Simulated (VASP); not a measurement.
Set up this calculation in VASP 6.6.1, as the native input.

| Quantity | Value |
| --- | --- |
| Task | single point |
| Functional | PBE |
| Potentials or basis | VASP PAW PBE potentials, release 64 (Li_sv) |
| Cutoff | 520 eV |
| k mesh | 2 × 2 × 2 |
| Occupations | fermi-dirac, width 0.11 eV |
| Spin | no spin polarisation |
| Dipole correction | no |
| Further INCAR settings | LREAL = Auto; ALGO = Normal; EDIFF = 1e-07; NBANDS = 38 |

The structure of Li lies in POSCAR:

```
Li
1.0
    6.9800000000      0.0000000000      0.0000000000
    0.0000000000      6.9800000000      0.0000000000
    0.0000000000      0.0000000000      6.9800000000
Li
16
Direct
   -0.0833524355      0.0892406877      0.0571060172
    0.4552005731      0.1017908309      0.0783810888
   -0.0838395415      0.5742550143      0.0587106017
   -0.0936676218      0.0433524355      0.5748853868
    0.1646704871      0.3142120344      0.2985530086
    0.3930229226      0.4985530086      0.0354727794
    0.3641260745      0.0828080229      0.5594985673
    0.7140257880      0.2817191977      0.3208309456
   -0.0731661891      0.5723782235      0.5587965616
    0.2065616046      0.8089828080      0.3605587393
    0.1539111748      0.3160458453      0.7733810888
    0.4346275072      0.5295128940      0.5324928367
    0.6525931232      0.8223782235      0.3182234957
    0.6605444126      0.2917335244      0.7840687679
    0.2140257880      0.8344985673      0.8670630372
    0.6912750716      0.7853438395      0.7849570201
```

The input as run:

INCAR

```
SYSTEM = Li
  PREC = Accurate
  ENCUT = 520
  EDIFF = 1E-7
  ISMEAR = -1
  SIGMA = 0.11
  LREAL = Auto
  LASPH = .True.
  NELM = 60
  ALGO = Normal
  ISIF = 2
  LWAVE = .False.
  LCHARG = .False.
  GGA = PE
  NBANDS = 38
```

KPOINTS

```
regular mesh
0
Gamma
  2 2 2
  0 0 0
```

Potentials or basis: VASP PAW PBE potentials, release 64 (Li_sv).

Launch:

```sh
$ cat potpaw_PBE.64/Li_sv/POTCAR > POTCAR
$ mpirun -np 1 vasp_std > vasp.out
```

It gave:

The largest force is 0.532 eV/Å. The band gap on the k mesh is zero (band 24 reaches 0.71 eV, above the bottom of band 25 at -0.05 eV).

Caveat: the k points lie up to 0.45 Å⁻¹ apart.

It took 3.5 min on 1 thread of Oxide Virtual Turin-like Processor (shared host), peak memory 0.33 GiB.
